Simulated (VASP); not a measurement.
Write the native input for VASP 6.6.1 that does the following.

- Task: single point
- Functional: LDA
- Potentials or basis: VASP PAW LDA potentials, release 64 (Hf_pv, O)
- Cutoff: 520 eV
- k mesh: 9 × 9 × 9
- Occupations: fermi-dirac, width 0.01 eV
- Spin: no spin polarisation
- Dipole correction: no
- Further INCAR settings: ALGO = Normal; EDIFF = 1e-06; NBANDS = 18

The structure of HfO2 lies in POSCAR:

```
HfO2
1.0
    0.0000000000      2.5403350533      2.5403350533
    2.5403350533      0.0000000000      2.5403350533
    2.5403350533      2.5403350533      0.0000000000
Hf O
1 2
Direct
    0.0000000000      0.0000000000      0.0000000000
    0.2500000000      0.2500000000      0.2500000000
    0.7500000000      0.7500000000      0.7500000000
```

This cell differs from its parent crystal: volume scaled by 0.98.

The input as run:

INCAR

```
SYSTEM = HfO2
ALGO = Normal
EDIFF = 1E-6
ENCUT = 520
GGA = CA
ISIF = 2
ISMEAR = -1
LASPH = .TRUE.
LCHARG = .FALSE.
LREAL = .FALSE.
LWAVE = .FALSE.
NBANDS = 18
NELM = 100
PREC = Accurate
SIGMA = 0.01
```

KPOINTS

```
k-points
0
G
  9 9 9
  0 0 0
```

Potentials or basis: VASP PAW LDA potentials, release 64 (Hf_pv, O).

Run with:

```sh
$ cat potpaw_LDA.64/Hf_pv/POTCAR potpaw_LDA.64/O/POTCAR > POTCAR
$ mpirun -np 1 vasp_std > vasp.out
```

It gave:

- Pressure: -15.0 GPa
- Band gap on the k mesh: 3.69 eV, indirect (least direct gap 3.81 eV)

Caveat: spin-orbit coupling is left out, which moves the levels of the heavy elements.

It took 45 s on 1 thread of AMD EPYC 7R13, on a shared host, peak memory 0.12 GiB.
